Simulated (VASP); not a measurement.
# TiCo (Pm-3m) in VASP: single point with PBE+U

Aim: the single point of TiCo with PBE+U.

Program: VASP 6.6.1. These are calculated values, not measurements. Logs are shortened: lines on timing, memory, paths and dates and some standing lists are left out, and cuts for length are marked.

## (1) The cell of the first run

It takes space group Pm-3m (No. 221, cubic). Conventional cell: a = 2.986 Å, b = 2.986 Å, c = 2.986 Å, α = 90.00°, β = 90.00°, γ = 90.00°. Ti (site symmetry m-3m) has 8 Co at 2.59 Å and 6 Ti at 2.99 Å within 3.4 Å. Within 3.4 Å of Co (site symmetry m-3m) lie 8 Ti at 2.59 Å and 6 Co at 2.99 Å.

## (2) Single point, PBE+U, collinear spin, ferromagnetic start

Contents of INCAR:

```
PREC = Accurate
ENCUT = 520
EDIFF = 1E-6
ISMEAR = -4
SIGMA = 0.1
LREAL = False
LASPH = True
NELM = 150
ALGO = Normal
ISIF = 2
LWAVE = False
LCHARG = False
ISPIN = 2
MAGMOM = 0 0 1 1
LORBIT = 11
LMAXMIX = 4
LDAU = True
LDAUTYPE = 2
LDAUL = 2 -1
LDAUU = 3 0
LDAUJ = 0 0
LDAUPRINT = 1
GGA = PE
NBANDS = 33
```

Contents of KPOINTS:

```
Automatic mesh
0
Gamma
  8 12 8
```

Contents of POSCAR:

```
TiCo
1.0
    0.0000000000      2.9861109900      2.9861109900
    2.9861109900      0.0000000000      0.0000000000
    0.0000000000      2.9861109900     -2.9861109900
Ti Co
2 2
Direct
    0.0000000000      0.0000000000      0.0000000000
    0.5000000000      0.0000000000      0.5000000000
    0.5000000000      0.5000000000      0.0000000000
    0.0000000000      0.5000000000      0.5000000000
```

Potentials or basis: VASP PAW PBE potentials, release 64 (Ti_sv, Co).

On the command line:

```sh
$ cat potpaw_PBE.64/Ti_sv/POTCAR potpaw_PBE.64/Co/POTCAR > POTCAR
$ mpirun -np 1 vasp_std > vasp.out
```

OUTCAR:

```text
PREC = Accurate
   ENCUT = 520
   EDIFF = 1E-6
   ISMEAR = -4
   LREAL = False
   LASPH = True
   NELM = 150
   ISIF = 2
   ISPIN = 2
   LORBIT = 11
   GGA = PE

 ion  position               nearest neighbor table
   1  0.000  0.000  0.000-   3 2.59   4 2.59   4 2.59   3 2.59   4 2.59   4 2.59   3 2.59   3 2.59

   2  0.500  0.000  0.500-   3 2.59   4 2.59   3 2.59   3 2.59   4 2.59   3 2.59   4 2.59   4 2.59

   3  0.500  0.500  0.000-   1 2.59   2 2.59   2 2.59   1 2.59   2 2.59   2 2.59   1 2.59   1 2.59
                             4 2.99   4 2.99   4 2.99   4 2.99
   4  0.000  0.500  0.500-   1 2.59   2 2.59   1 2.59   1 2.59   2 2.59   1 2.59   2 2.59   2 2.59
                             3 2.99   3 2.99   3 2.99   3 2.99

  LATTYP: Found a simple tetragonal cell.
 ALAT       =     4.2229986608
 C/A-ratio  =     0.7071067812

  Lattice vectors:

 A1 = (   0.0000000000,  -2.9861109900,  -2.9861109900)
 A2 = (   0.0000000000,   2.9861109900,  -2.9861109900)
 A3 = (   2.9861109900,   0.0000000000,   0.0000000000)

Analysis of symmetry for initial positions (statically):
=====================================================================
 Subroutine PRICEL returns following result:

  LATTYP: Found a simple cubic cell.
 ALAT       =     2.9861109900
[... 12 lines left out ...]
 Subroutine GETGRP returns: Found 16 space group operations
 (whereof 16 operations were pure point group operations)
 out of a pool of 16 trial point group operations.

The static configuration has the point symmetry D_4h.

Analysis of symmetry for dynamics (positions and initial velocities):
=====================================================================
 Subroutine PRICEL returns following result:

  LATTYP: Found a simple cubic cell.
 ALAT       =     2.9861109900
[... 12 lines left out ...]
 Subroutine GETGRP returns: Found 16 space group operations
 (whereof 16 operations were pure point group operations)
 out of a pool of 16 trial point group operations.

The dynamic configuration has the point symmetry D_4h.

Analysis of structural, dynamic, and magnetic symmetry:
=====================================================================
 Subroutine PRICEL returns following result:

  LATTYP: Found a simple cubic cell.
 ALAT       =     2.9861109900
[... 12 lines left out ...]
 Subroutine GETGRP returns: Found 16 space group operations
 (whereof 16 operations were pure point group operations)
 out of a pool of 16 trial point group operations.

The overall configuration has the point symmetry D_4h.

 Subroutine INISYM returns: Found 16 space group operations
 (whereof 16 operations are pure point group operations),
 and found     2 'primitive' translations

----------------------------------------------------------------------------------------

                                     Primitive cell

  volume of cell :      26.6267

  direct lattice vectors                    reciprocal lattice vectors
     0.000000000  0.000000000  2.986110990     0.000000000  0.000000000  0.334883735
     2.986110990  0.000000000  0.000000000     0.334883735  0.000000000  0.000000000
     0.000000000  2.986110990  0.000000000     0.000000000  0.334883735  0.000000000

  length of vectors
     2.986110990  2.986110990  2.986110990     0.334883735  0.334883735  0.334883735

  position of ions in fractional coordinates (direct lattice)
[... 143 lines left out ...]

 occupancies and eigenvectors

  o =  0.1096  v =  0.0000  0.0000  0.8660 -0.0000  0.5000  0.0000  0.0000  0.0000  0.0000  0.0000      0.0000  0.0000  0.0000  0.0000  0.0000  0.0000  0.0000  0.0000  0.0000  0.0000
  o =  0.1100  v =  0.0000 -0.0000  0.5000 -0.0000 -0.8660  0.0000  0.0000  0.0000  0.0000  0.0000      0.0000  0.0000  0.0000  0.0000  0.0000  0.0000  0.0000  0.0000  0.0000  0.0000
  o =  0.1487  v =  0.0000  0.0000  0.0000  0.0000  0.0000  0.0000  0.0000 -0.8660  0.0000 -0.5000      0.0000  0.0000  0.0000  0.0000  0.0000  0.0000  0.0000  0.0000  0.0000  0.0000
  o =  0.1494  v =  0.0000  0.0000  0.0000  0.0000  0.0000  0.0000  0.0000 -0.5000  0.0000  0.8660      0.0000  0.0000  0.0000  0.0000  0.0000  0.0000  0.0000  0.0000  0.0000  0.0000
  o =  0.1943  v =  0.0000  0.0000  0.0000  0.0000  0.0000  0.0000 -0.0000 -0.0000 -1.0000 -0.0000      0.0000  0.0000  0.0000  0.0000  0.0000  0.0000  0.0000  0.0000  0.0000  0.0000
  o =  0.1943  v =  0.0000  0.0000  0.0000  0.0000  0.0000  1.0000  0.0000  0.0000  0.0000  0.0000      0.0000  0.0000  0.0000  0.0000  0.0000  0.0000  0.0000  0.0000  0.0000  0.0000
  o =  0.1945  v =  0.0000  0.0000  0.0000  0.0000  0.0000  0.0000  1.0000  0.0000 -0.0000 -0.0000      0.0000  0.0000  0.0000  0.0000  0.0000  0.0000  0.0000  0.0000  0.0000  0.0000
  o =  0.2147  v =  0.0000  0.0000 -0.0000 -1.0000 -0.0000  0.0000  0.0000  0.0000  0.0000  0.0000      0.0000  0.0000  0.0000  0.0000  0.0000  0.0000  0.0000  0.0000  0.0000  0.0000
  o =  0.2147  v =  1.0000  0.0000  0.0000  0.0000  0.0000  0.0000  0.0000  0.0000  0.0000  0.0000      0.0000  0.0000  0.0000  0.0000  0.0000  0.0000  0.0000  0.0000  0.0000  0.0000
  o =  0.2160  v =  0.0000  1.0000 -0.0000  0.0000 -0.0000  0.0000  0.0000  0.0000  0.0000  0.0000      0.0000  0.0000  0.0000  0.0000  0.0000  0.0000  0.0000  0.0000  0.0000  0.0000

atom =   2  type =  1  l = 2

 onsite density matrix

spin component  1

  0.2147  0.0000 -0.0000 -0.0000 -0.0000
  0.0000  0.2160  0.0000 -0.0000 -0.0000
 -0.0000  0.0000  0.1097 -0.0000 -0.0002
 -0.0000 -0.0000 -0.0000  0.2147  0.0000
 -0.0000 -0.0000 -0.0002  0.0000  0.1099

spin component  2

  0.1943  0.0000  0.0000 -0.0000  0.0000
  0.0000  0.1945  0.0000  0.0000  0.0000
  0.0000  0.0000  0.1489  0.0000 -0.0003
 -0.0000  0.0000  0.0000  0.1943 -0.0000
  0.0000  0.0000 -0.0003 -0.0000  0.1492

 occupancies and eigenvectors

  o =  0.1096  v =  0.0000  0.0000  0.8660 -0.0000  0.5000  0.0000  0.0000  0.0000  0.0000  0.0000      0.0000  0.0000  0.0000  0.0000  0.0000  0.0000  0.0000  0.0000  0.0000  0.0000
  o =  0.1100  v =  0.0000 -0.0000 -0.5000  0.0000  0.8660  0.0000  0.0000  0.0000  0.0000  0.0000      0.0000  0.0000  0.0000  0.0000  0.0000  0.0000  0.0000  0.0000  0.0000  0.0000
  o =  0.1487  v =  0.0000  0.0000  0.0000  0.0000  0.0000  0.0000 -0.0000  0.8660 -0.0000  0.5000      0.0000  0.0000  0.0000  0.0000  0.0000  0.0000  0.0000  0.0000  0.0000  0.0000
  o =  0.1494  v =  0.0000  0.0000  0.0000  0.0000  0.0000  0.0000 -0.0000 -0.5000 -0.0000  0.8660      0.0000  0.0000  0.0000  0.0000  0.0000  0.0000  0.0000  0.0000  0.0000  0.0000
  o =  0.1943  v =  0.0000  0.0000  0.0000  0.0000  0.0000  0.0000  0.0000 -0.0000  1.0000  0.0000      0.0000  0.0000  0.0000  0.0000  0.0000  0.0000  0.0000  0.0000  0.0000  0.0000
  o =  0.1943  v =  0.0000  0.0000  0.0000  0.0000  0.0000  1.0000  0.0000  0.0000  0.0000  0.0000      0.0000  0.0000  0.0000  0.0000  0.0000  0.0000  0.0000  0.0000  0.0000  0.0000
  o =  0.1945  v =  0.0000  0.0000  0.0000  0.0000  0.0000  0.0000  1.0000  0.0000 -0.0000  0.0000      0.0000  0.0000  0.0000  0.0000  0.0000  0.0000  0.0000  0.0000  0.0000  0.0000
  o =  0.2147  v =  0.0000  0.0000 -0.0000 -1.0000  0.0000  0.0000  0.0000  0.0000  0.0000  0.0000      0.0000  0.0000  0.0000  0.0000  0.0000  0.0000  0.0000  0.0000  0.0000  0.0000
  o =  0.2147  v =  1.0000  0.0000  0.0000  0.0000  0.0000  0.0000  0.0000  0.0000  0.0000  0.0000      0.0000  0.0000  0.0000  0.0000  0.0000  0.0000  0.0000  0.0000  0.0000  0.0000
  o =  0.2160  v =  0.0000 -1.0000  0.0000 -0.0000  0.0000  0.0000  0.0000  0.0000  0.0000  0.0000      0.0000  0.0000  0.0000  0.0000  0.0000  0.0000  0.0000  0.0000  0.0000  0.0000

 number of electron      41.9999971 magnetization       1.7966821

 Free energy of the ion-electron system (eV)
  ---------------------------------------------------
  ext. energy  EPLUGINS =         0.00000000
  ---------------------------------------------------
  free energy    TOTEN  =       -26.88506271 eV

  energy without entropy =      -26.88506271  energy(sigma->0) =      -26.88506271

 E-fermi :  10.2367     XC(G=0): -12.5967

 val. band max:       10.5197490912   @ k =   0.0000   0.0000   0.0000
 cond. band min:      10.1342695554   @ k =   0.3750   0.0833   0.3750
 fundamental gap:     -0.3854795358
 Fermi energy:        10.2367460377

 spin component 1

 k-point     1 :       0.0000    0.0000    0.0000
  band No.  band energies     occupation
      1     -47.8554      1.00000
      2     -47.7974      1.00000
      3     -24.1547      1.00000
      4     -24.1547      1.00000
      5     -23.9139      1.00000
      6     -23.9139      1.00000
[... 1721 lines left out ...]
     32      17.5362      0.00000
     33      18.1099      0.00000

 [... further k-points ...]

------------------------ aborting loop because EDIFF is reached ----------------------------------------

  FORCE on cell =-STRESS in cart. coord.  units (eV):
  Direction    XX          YY          ZZ          XY          YZ          ZX
  --------------------------------------------------------------------------------------
  -------------------------------------------------------------------------------------
  Total        1.6926086      1.7266484      1.7266484      0.0000000      0.0000000      0.0000000
  in kB       50.9236229     51.9477392     51.9477392      0.0000000      0.0000000      0.0000000
  external PRESSURE =      51.6063671 kB  Pullay stress =       0.0000000 kB

 VOLUME and BASIS-vectors are now :
 -----------------------------------------------------------------------------
  energy-cutoff  :      520.00
  volume of cell :       53.25
      direct lattice vectors                 reciprocal lattice vectors
     0.000000000  2.986110990  2.986110990     0.000000000  0.167441867  0.167441867
     2.986110990  0.000000000  0.000000000     0.334883735  0.000000000  0.000000000
     0.000000000  2.986110990 -2.986110990     0.000000000  0.167441867 -0.167441867

 POSITION                                       TOTAL-FORCE (eV/Angst)
 -----------------------------------------------------------------------------------
      0.00000      0.00000      0.00000         0.000000     -0.000000     -0.000000
      0.00000      2.98611      0.00000         0.000000      0.000000      0.000000
      1.49306      1.49306      1.49306         0.000000      0.000000     -0.000000
      1.49306      1.49306     -1.49306        -0.000000     -0.000000      0.000000
 -----------------------------------------------------------------------------------
    total drift:                               -0.000000     -0.000000      0.000000

  FREE ENERGIE OF THE ION-ELECTRON SYSTEM (eV)
  ---------------------------------------------------
  free  energy   TOTEN  =       -26.8850627064 eV

  energy  without entropy=      -26.8850627064  energy(sigma->0) =      -26.88506271

 total charge

# of ion       s       p       d       tot
------------------------------------------
    1        2.261   6.206   1.725  10.192
    2        2.261   6.206   1.725  10.192
    3        0.526   0.488   7.312   8.326
    4        0.526   0.488   7.312   8.326
--------------------------------------------------
tot          5.574  13.389  18.073  37.037

 magnetization (x)

# of ion       s       p       d       tot
------------------------------------------
    1       -0.001  -0.013  -0.016  -0.030
    2       -0.001  -0.013  -0.016  -0.030
    3        0.030   0.001   0.950   0.980
    4        0.030   0.001   0.950   0.980
--------------------------------------------------
tot          0.057  -0.023   1.868   1.901
```

Wall time 3.6 min (1 thread of AMD EPYC 9R45 (Zen 5), shared host); peak memory 0.36 GiB.

Results:

```yaml
Free_energy: -26.8851 eV
Pressure: 5.2 GPa
Net_moment: 1.80 μB per cell
Site_moments: Ti -0.03; Co +0.98 μB
Valence_electrons_inside_the_program's_atomic_spheres: Ti 10.19; Co 8.33
```

Stress tensor (GPa, compression positive):
```
5.09 0.00 0.00
0.00 5.19 0.00
0.00 0.00 5.19
```

Levels at points of the mesh, in eV from the Fermi level:
Spin up:
```tsv
k point	band 20	band 21	band 22	band 23	band 24	band 25
(0.00, 0.00, 0.00)	-0.86	0.31	0.31	0.65	0.65	1.27
(0.50, 0.00, 0.00)	-1.91	0.24	0.24	0.67	0.67	0.81
(0.00, 0.50, 0.00)	-1.60	-1.58	-1.57	-0.76	-0.44	0.64
(0.50, 0.50, 0.00)	-1.60	-1.10	-1.10	-0.02	-0.02	1.43
(0.50, 0.00, 0.50)	-1.60	-0.76	-0.76	-0.44	-0.44	0.63
(0.50, 0.50, 0.50)	-0.86	0.31	0.31	0.32	0.32	1.28
```
Spin down:
| k point | band 18 | band 19 | band 20 | band 21 | band 22 | band 23 |
| --- | --- | --- | --- | --- | --- | --- |
| (0.00, 0.00, 0.00) | -1.37 | -0.02 | 0.28 | 0.28 | 0.29 | 1.10 |
| (0.50, 0.00, 0.00) | -1.62 | -1.30 | -1.30 | 0.73 | 0.73 | 0.79 |
| (0.00, 0.50, 0.00) | -1.48 | -1.48 | -0.95 | -0.69 | 0.01 | 0.01 |
| (0.50, 0.50, 0.00) | -2.02 | -1.51 | -1.51 | 0.21 | 0.21 | 0.64 |
| (0.50, 0.00, 0.50) | -1.48 | -0.95 | -0.95 | -0.69 | -0.69 | 0.53 |
| (0.50, 0.50, 0.50) | -0.02 | 0.28 | 0.28 | 0.28 | 0.28 | 0.29 |

Eigenvalues of the final occupation matrices:
```csv
site,spin,trace,eigenvalues
site 1 d,1,0.86,0.11 0.11 0.21 0.21 0.22
site 1 d,2,0.88,0.15 0.15 0.19 0.19 0.19
site 2 d,1,0.86,0.11 0.11 0.21 0.21 0.22
site 2 d,2,0.88,0.15 0.15 0.19 0.19 0.19
```

Caveat: the cell stands under pressure; the U is typed as a test and isn't derived for this compound; tetrahedron occupations give inexact forces and stress in metals. The state reached can hang on the start; a lower one may exist.
